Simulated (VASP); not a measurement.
# Ti (P6_3/mmc) in VASP: a series of runs, part 2 of 2

VASP 6.6.1. The steps go on from the part before.

## Step 4: Single point, PBEsol (strain +0.0350 x Voigt [0, 0, 1, 0, 0, 0])

Input file INCAR:

```
SYSTEM = Ti
PREC = Accurate
ENCUT = 520
EDIFF = 1E-6
ISMEAR = 0
SIGMA = 0.15
LREAL = .False.
LASPH = .True.
NELM = 100
ALGO = Fast
ISIF = 2
LWAVE = .False.
LCHARG = .False.
GGA = PS
NBANDS = 19
```

Input file KPOINTS:

```
regular mesh
0
Gamma
  18 18 10
  0 0 0
```

Input file POSCAR:

```
Ti
1.0
    2.9499978604      0.0000000000      0.0000000000
   -1.4749989302      2.5547730882      0.0000000000
    0.0000000000      0.0000000000      4.8500100000
Ti
2
Direct
    0.3333333333      0.6666666667      0.2500000000
    0.6666666667      0.3333333333      0.7500000000
```

Potentials or basis: VASP PAW PBE potentials, release 64 (Ti_sv).

Launch:

```
$ cat potpaw_PBE.64/Ti_sv/POTCAR > POTCAR
$ mpirun -np 1 vasp_std > vasp.out
```

OUTCAR:

```text
SYSTEM = Ti
   PREC = Accurate
   ENCUT = 520
   EDIFF = 1E-6
   ISMEAR = 0
   LREAL = .False.
   LASPH = .True.
   NELM = 100
   ISIF = 2
   GGA = PS

 ion  position               nearest neighbor table
   1  0.333  0.667  0.250-
   2  0.667  0.333  0.750-

  LATTYP: Found a hexagonal cell.
 ALAT       =     2.9499978604
 C/A-ratio  =     1.6440723789

  Lattice vectors:

 A1 = (   2.9499978604,   0.0000000000,   0.0000000000)
 A2 = (  -1.4749989302,   2.5547730882,   0.0000000000)
 A3 = (   0.0000000000,   0.0000000000,   4.8500100000)

Analysis of symmetry for initial positions (statically):
=====================================================================
 Subroutine PRICEL returns:
 Original cell was already a primitive cell.

 Routine SETGRP: Setting up the symmetry group for a
 hexagonal supercell.

 Subroutine GETGRP returns: Found 24 space group operations
 (whereof 12 operations were pure point group operations)
 out of a pool of 24 trial point group operations.

The static configuration has the point symmetry D_3d.
 The point group associated with its full space group is D_6h.

Analysis of symmetry for dynamics (positions and initial velocities):
=====================================================================
 Subroutine PRICEL returns:
 Original cell was already a primitive cell.

 Routine SETGRP: Setting up the symmetry group for a
 hexagonal supercell.

 Subroutine GETGRP returns: Found 24 space group operations
 (whereof 12 operations were pure point group operations)
 out of a pool of 24 trial point group operations.

The dynamic configuration has the point symmetry D_3d.
 The point group associated with its full space group is D_6h.

 Subroutine INISYM returns: Found 24 space group operations
 (whereof 12 operations are pure point group operations),
 and found     1 'primitive' translations

----------------------------------------------------------------------------------------
[... 111 lines left out ...]
   IMIX   =      4    mixing-type and parameters
     AMIX     =   0.40;   BMIX     =  1.00
     AMIX_MAG =   1.60;   BMIX_MAG =  1.00
  volume/ion in A,a.u.               =      18.28       123.33
  Fermi-wavevector in a.u.,A,eV,Ry     =   1.422896  2.688883 27.546787  2.024632
  Thomas-Fermi vector in A             =   2.543551
   LORBIT       =      0    0 simple, 1 ext, 2 COOP (PROOUT), +10 PAW based schemes
   GGA     = PS    functional components
   LHFCALC =     F    Hartree Fock is set to
   AEXX    =    0.0000 exact exchange contribution
   IVDW    =     0    specifies the selected vdW correction
   LEPSILON=     F    determine dielectric tensor
   LRPA    =     F    only Hartree local field effects (RPA)
 non-spin polarized calculation
 RMM-DIIS sequential band-by-band and
 Gauss-broadening in eV      SIGMA  =   0.15
  energy-cutoff  :      520.00
  volume of cell :       36.55
 maximum number of plane-waves:      1008
 NGX is ok and might be reduce to    24
   NGX = 11   NGY = 11   NGZ = 19

 number of electron      23.9999999 magnetization

 Free energy of the ion-electron system (eV)
  ---------------------------------------------------
  ext. energy  EPLUGINS =         0.00000000
  ---------------------------------------------------
  free energy    TOTEN  =       -16.58198919 eV

  energy without entropy =      -16.55637449  energy(sigma->0) =      -16.56918184

 E-fermi :   7.6680     XC(G=0): -11.3934

 val. band max:        7.6660134531   @ k =   0.2778   0.2778   0.4000
 cond. band min:       7.6711698428   @ k =   0.2222   0.2222   0.5000
 fundamental gap:      0.0051563896
 Fermi energy:         7.6679971876

 k-point     1 :       0.0000    0.0000    0.0000
  band No.  band energies     occupation
      1     -49.0217      2.00000
      2     -48.9236      2.00000
      3     -25.6337      2.00000
      4     -25.0774      2.00000
      5     -25.0774      2.00000
      6     -25.0724      2.00000
[... 505 lines left out ...]
      6     -25.2314      2.00000
[... 11 lines left out ...]
     18      10.8924      0.00000
     19      11.7392      0.00000

 [... further k-points ...]

------------------------ aborting loop because EDIFF is reached ----------------------------------------

  FORCE on cell =-STRESS in cart. coord.  units (eV):
  Direction    XX          YY          ZZ          XY          YZ          ZX
  --------------------------------------------------------------------------------------
  -------------------------------------------------------------------------------------
  Total       -1.8103377     -1.8103377     -2.6787257      0.0000000     -0.0000000      0.0000000
  in kB      -79.3512010    -79.3512010   -117.4146130      0.0000000     -0.0000000      0.0000000
  external PRESSURE =     -92.0390050 kB  Pullay stress =       0.0000000 kB

 VOLUME and BASIS-vectors are now :
 -----------------------------------------------------------------------------
  energy-cutoff  :      520.00
  volume of cell :       36.55
      direct lattice vectors                 reciprocal lattice vectors
     2.949997860  0.000000000  0.000000000     0.338983297  0.195712098  0.000000000
    -1.474998930  2.554773088  0.000000000     0.000000000  0.391424195  0.000000000
     0.000000000  0.000000000  4.850010000     0.000000000  0.000000000  0.206185142

 POSITION                                       TOTAL-FORCE (eV/Angst)
 -----------------------------------------------------------------------------------
     -0.00000      1.70318      1.21250         0.000000     -0.000000      0.000000
      1.47500      0.85159      3.63751        -0.000000      0.000000      0.000000
 -----------------------------------------------------------------------------------
    total drift:                               -0.000000      0.000000     -0.000000

  FREE ENERGIE OF THE ION-ELECTRON SYSTEM (eV)
  ---------------------------------------------------
  free  energy   TOTEN  =       -16.5819891882 eV

  energy  without entropy=      -16.5563744871  energy(sigma->0) =      -16.56918184
```

stdout:

```text
POSCAR found type information on POSCAR Ti
 POSCAR found :  1 types and       2 ions
 scaLAPACK will be used
 -----------------------------------------------------------------------------
|                                                                             |
|                                                                             |
|     You enforced a specific xc type in the INCAR file but a different       |
|     I HOPE YOU KNOW WHAT YOU ARE DOING!                                     |
|                                                                             |
 -----------------------------------------------------------------------------

 LDA part: xc-table for (Slater+PW92), standard interpolation
 POSCAR, INCAR and KPOINTS ok, starting setup
 FFT: planning ... GRIDC
 FFT: planning ... GRID_SOFT
 FFT: planning ... GRID
 WAVECAR not read
 entering main loop
WARNING in EDDRMM: call to ZHEGV failed, returncode =   8  4     18
WARNING in EDDRMM: call to ZHEGV failed, returncode =   8  4     16
WARNING in EDDRMM: call to ZHEGV failed, returncode =   6  3     14
WARNING in EDDRMM: call to ZHEGV failed, returncode =   6  3     10
WARNING in EDDRMM: call to ZHEGV failed, returncode =   6  3      9
WARNING in EDDRMM: call to ZHEGV failed, returncode =   6  3     17
WARNING in EDDRMM: call to ZHEGV failed, returncode =   8  4      4
WARNING in EDDRMM: call to ZHEGV failed, returncode =   8  4     10
```

Run time: 8.5 min. Hardware: 1 thread of Intel Xeon 8259CL, shared host; peak memory 0.25 GiB.

What came out:

```
Free energy            : -16.5820 eV
Pressure               : -9.2 GPa
Band gap on the k mesh : zero (bands 12 and 13 overlap by 0.97 eV)
```

Caveat: the cell differs from its parent crystal (strain +0.0350 x Voigt [0, 0, 1, 0, 0, 0]); the cell stands under tension; the PAW data sets were made with another functional, which shifts forces and pressure a little.

## Step 5: Overview

```csv
cell,gap on the mesh (eV),pressure (GPa)
"a = 2.950, b = 2.950, c = 4.733 Å, angles 90.0, 90.0, 120.0°, 2 atoms",none,-7.2
"a = 2.950, b = 2.950, c = 4.780 Å, angles 90.0, 90.0, 120.0°, 2 atoms",none,-7.9
"a = 2.950, b = 2.950, c = 4.850 Å, angles 90.0, 90.0, 120.0°, 2 atoms",none,-9.2
```

Alike in all rows: task single point; level PBEsol; potentials or basis VASP PAW PBE potentials, release 64 (Ti_sv); no spin polarisation; k mesh 18 × 18 × 10; cutoff (eV) 520; smearing gaussian 0.15 eV.

Caveats: the cell stands under tension; the PAW data sets were made with another functional, which shifts forces and pressure a little.

Absolute energies hang on the potentials; compare differences alone.
